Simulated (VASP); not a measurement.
Set up this calculation in VASP 6.6.1, as the native input.

```
Task                   : single point
Functional             : PBE
Potentials or basis    : VASP PAW PBE potentials, release 64 (Pb_d, S)
Cutoff                 : 520 eV
k mesh                 : 6 × 6 × 6
Occupations            : gaussian, width 0.02 eV
Spin                   : no spin polarisation
Dipole correction      : no
Further INCAR settings : ALGO = Normal; EDIFF = 1e-07; NBANDS = 28
```

The structure of PbS lies in POSCAR:

```
PbS
1.0
    5.0307723816      0.0000000000      0.0000000000
   -2.5153861908      4.3567766831      0.0000000000
    0.0000000000      0.0000000000      6.0212141921
Pb S
2 2
Direct
    0.3333333333      0.6666666667      0.2500000000
    0.6666666667      0.3333333333      0.7500000000
    0.6666666667      0.3333333333      0.2500000000
    0.3333333333      0.6666666667      0.7500000000
```

The cell was generated, and may not be a known phase.

These files were run (other wordings do the same):

INCAR

```
  PREC = Accurate
  ENCUT = 520
  EDIFF = 1E-7
  ISMEAR = 0
  SIGMA = 0.02
  LREAL = False
  LASPH = True
  NELM = 80
  ALGO = Normal
  ISIF = 2
  LWAVE = False
  LCHARG = False
  GGA = PE
  NBANDS = 28
```

KPOINTS

```
regular mesh
0
Gamma
  6 6 6
```

Potentials or basis: VASP PAW PBE potentials, release 64 (Pb_d, S).

Launch:

```sh
$ cat potpaw_PBE.64/Pb_d/POTCAR potpaw_PBE.64/S/POTCAR > POTCAR
$ mpirun -np 1 vasp_std > vasp.out
```

Results of the run:

```
Pressure               : 0.0 GPa
Band gap on the k mesh : 1.45 eV
```

Caveat: spin-orbit coupling is left out, which moves the levels of the heavy elements.

Wall time 2.8 min on 1 thread of Intel Xeon 8259CL (shared host), peak memory 0.3 GiB.
